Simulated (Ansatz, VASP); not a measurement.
## One calculation of ScSi2, two programs

The input INCAR:

```
PREC = Accurate
ENCUT = 520
EDIFF = 1E-8
ISMEAR = -1
SIGMA = 0.05
LREAL = F
LASPH = T
NELM = 80
ALGO = Normal
ISIF = 2
LWAVE = F
LCHARG = F
GGA = PS
LEFG = T
NBANDS = 16
```

File KPOINTS:

```
regular mesh
0
Gamma
  13 13 11
```

The input POSCAR:

```
ScSi2
1.0
    3.6105332048      0.0000000000      0.0000000000
   -1.8052666024      3.1268134766      0.0000000000
    0.0000000000      0.0000000000      3.8176962911
Sc Si
1 2
Direct
    0.0000000000      0.0000000000      0.0000000000
    0.3333333333      0.6666666667      0.5000000000
    0.6666666667      0.3333333333      0.5000000000
```

Input for Ansatz:

```yaml
crystal:
  lattice:
    - [3.6105332048, 0.0, 0.0]
    - [-1.8052666024, 3.1268134766, 0.0]
    - [0.0, 0.0, 3.8176962911]
  atoms:
    - { symbol: Sc, position: [0.0, 0.0, 0.0] }
    - { symbol: Si, position: [0.3333333333, 0.6666666667, 0.5] }
    - { symbol: Si, position: [0.6666666667, 0.3333333333, 0.5] }
kpoints:
  mp_grid: { grid: [13, 13, 11] }
scf:
  occupations: { method: fermi_dirac, width: 0.05 }
hamiltonian:
  xc: pbesol
  pseudopotentials: { kind: paw }
output:
  forces: true
  stress: true
  eigenvalues: true
  efg: { contact_densities: true }
```

Change from the starting cell: volume scaled by 0.96, PAW files.

Alike in both runs: task electric field gradients; functional PBEsol; k mesh 13 × 13 × 11; occupations fermi-dirac, width 0.05 eV; no spin polarisation.

|  | VASP | Ansatz |
| --- | --- | --- |
| version | VASP 6.6.1 | Ansatz 0.2.0 |
| potentials or method | VASP PAW PBE potentials, release 64 (Sc_sv, Si) | PAW with Ansatz's default frozen-core files, scalar-relativistic |
| plane-wave cutoff (eV) | 520 | 420 |
| valence electrons in the cell | 19 | 19 |

|  | VASP | Ansatz | Ansatz less VASP |
| --- | --- | --- | --- |
| pressure (GPa) | 30.4 | 30.1 | -0.35 |
| traceless stress, the component that is largest in VASP (GPa) | -29.06 | -29.02 | +0.035 |
| size of Vzz on the site where it differs most (V/Å²) | 19.1 | 13.6 | -5.53 |

VASP's potentials were made for PBE, not for PBEsol. Both programs put the cell under a high pressure, so it lies far from rest at this level.
